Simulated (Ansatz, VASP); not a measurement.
Two plane-wave programs on VGe

Contents of INCAR:

```
PREC = Accurate ; ENCUT = 520
EDIFF = 1E-7 ; ISMEAR = -1
SIGMA = 0.05 ; LREAL = F
LASPH = T ; NELM = 80
ALGO = Normal ; ISIF = 2
LWAVE = F ; LCHARG = T
GGA = PE ; LELF = T
LVHAR = T ; NBANDS = 20
```

Contents of KPOINTS:

```
Automatic mesh
0
Gamma
  13 13 13
```

POSCAR

```
VGe
1.0
    0.0000000000      2.6055852866      2.6055852866
    2.6055852866      0.0000000000      2.6055852866
    2.6055852866      2.6055852866      0.0000000000
V Ge
1 1
Direct
    0.0000000000      0.0000000000      0.0000000000
    0.2500000000      0.2500000000      0.2500000000
```

Input for Ansatz:

```yaml
crystal:
  lattice:
    - [0.0, 2.6055852866, 2.6055852866]
    - [2.6055852866, 0.0, 2.6055852866]
    - [2.6055852866, 2.6055852866, 0.0]
  atoms:
    - { symbol: V, position: [0.0, 0.0, 0.0] }
    - { symbol: Ge, position: [0.25, 0.25, 0.25] }
kpoints:
  mp_grid: { grid: [13, 13, 13] }
scf:
  occupations: { method: fermi_dirac, width: 0.05 }
hamiltonian:
  xc: pbe
  pseudopotentials: { kind: paw }
output:
  forces: true
  stress: true
  eigenvalues: true
  populations: true
```

Change from the starting cell: volume scaled by 0.8, PAW files.

Alike in both runs: task single point; functional PBE; k mesh 13 × 13 × 13; occupations fermi-dirac, width 0.05 eV; no spin polarisation.

|  | VASP | Ansatz |
| --- | --- | --- |
| version | VASP 6.6.1 | Ansatz 0.2.0 |
| potentials or method | VASP PAW PBE potentials, release 64 (V_sv, Ge_d) | PAW with Ansatz's default frozen-core files, scalar-relativistic |
| plane-wave cutoff (eV) | 520 | 420 |
| valence electrons in the cell | 27 | 27 |

Ansatz gave:

```
pressure (GPa) : 26.2
```

Problem. What did VASP give for the same quantities?

Solution. Pressure (GPa): 26.4.

With one functional, cell and mesh, what is left measures potentials, basis and numerics.
